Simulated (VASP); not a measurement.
Input of a VASP 6.6.1 run:

The input INCAR:

```
SYSTEM = SbPb
PREC = Accurate
ENCUT = 520
EDIFF = 1E-6
ISMEAR = 1
SIGMA = 0.05
LREAL = .FALSE.
LASPH = .TRUE.
NELM = 60
ALGO = Normal
ISIF = 2
LWAVE = .FALSE.
LCHARG = .FALSE.
NBANDS = 16
```

KPOINTS

```
regular mesh
0
G
  8 8 5
  0 0 0
```

File POSCAR:

```
SbPb
1.0
    2.0758210000     -2.6803290000      0.0000000000
    2.0758210000      2.6803290000      0.0000000000
    0.0000000000      0.0000000000      5.4534750000
Sb Pb
1 1
Direct
    0.5000000000      0.5000000000      0.5000000000
    0.0000000000      0.0000000000      0.0000000000
```

Potentials or basis: VASP PAW LDA potentials, release 64 (Sb, Pb_d).

Launch:

```sh
$ cat potpaw_LDA.64/Sb/POTCAR potpaw_LDA.64/Pb_d/POTCAR > POTCAR
$ mpirun -np 1 vasp_std > vasp.out
```

**Question.** Predict the pressure.

**Answer.** -4.7 GPa.

Stress tensor (GPa, compression positive):
```
-4.70  0.00  0.00
 0.00 -5.45  0.00
 0.00  0.00 -3.87
```
